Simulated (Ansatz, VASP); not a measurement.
**TaGe4 in VASP and in Ansatz**

```
Ta Ge
1.0
    -3.78744    3.78744    1.69379
     3.78744   -3.78744    1.69379
     3.78744    3.78744   -1.69379
Ta Ge
1 4
Cartesian
  0.0000 0.0000 1.6938
  3.0300 1.5150 1.6938
  -1.5150 3.0300 1.6938
  5.3024 0.7575 0.0000
  0.7575 2.2725 0.0000
```

Alike in both runs: task relaxation of cell and atoms; functional PBE; k mesh 6 × 6 × 6; occupations gaussian, width 0.1 eV; no spin polarisation.

|  | VASP | Ansatz |
| --- | --- | --- |
| version | VASP 6.6.1 | Ansatz 0.2.0 |
| potentials or method | VASP PAW PBE potentials, release 64 (Ta_pv, Ge_d), cutoff 600 eV | scalar-relativistic, plane waves, PAW |
| valence electrons in the cell | 67 | 69 |

|  | VASP | Ansatz | Ansatz less VASP |
| --- | --- | --- | --- |
| gap on the k mesh at the Fermi level, each at its own relaxed structure (eV) | none | none | - |
| relaxed volume (Å³/atom) | 17.24 | 17.31 | +0.072 |
| relaxed cell length with the largest relative difference (Å) | 5.144 | 5.157 | +0.0128 |

A gap of «none» marks a metal or a gap that the smearing closes. VASP's potentials hold 67 valence electrons a cell and Ansatz's 69, so a difference there can come from the potentials and not from the codes.

Neither program's run includes spin-orbit coupling.
